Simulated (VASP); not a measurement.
Runs of VASP 6.6.1 on WC. Symmetry: Fm-3m, No. 225, cubic system. The conventional cell has a = 4.385 Å, b = 4.385 Å, c = 4.385 Å, α = 90.00°, β = 90.00°, γ = 90.00°. Within 2.9 Å of W (site symmetry m-3m) lie 6 C at 2.19 Å. C (site symmetry m-3m) has 6 W at 2.19 Å within 2.9 Å. 

| potentials or basis | cutoff (eV) | smearing | second run | gap on the mesh (eV) | pressure (GPa) |
| --- | --- | --- | --- | --- | --- |
| VASP PAW PBE potentials, release 64 (W_sv, C) | 520 | gaussian 0.05 eV | - | none | -3.7 |
| VASP PAW PBE potentials, release 64 (W_sv, C) | 520 | gaussian 0.2 eV | - | none | -3.6 |
| VASP PAW PBE potentials, release 64 (W_sv, C_h) | 910 | gaussian 0.05 eV | hard_potentials | none | -3.9 |
| VASP PAW PBE potentials, release 64 (W_sv, C) | 520 | gaussian 0.3 eV | - | none | (a) |
| VASP PAW PBE potentials, release 64 (W_sv, C_h) | 910 | gaussian 0.3 eV | hard_potentials | none | -3.6 |

Alike in all rows: task single point; level r2SCAN; no spin polarisation; cell as given; k mesh 13 × 13 × 13.

Q: Fill in the values left out.

A: (a) -3.5.

Caveats: the PAW data sets were made with another functional, which shifts forces and pressure a little; spin-orbit coupling is left out, which moves the levels of the heavy elements; the cutoff is under 1.25 times the usual one of these potentials, so pressure, stress and relaxed cells hold a basis-set (Pulay) error (some runs).

A k mesh can miss the band edges, and the runs leave out spin-orbit coupling on W.

A gap of «none» marks levels without a gap at the run's occupations.
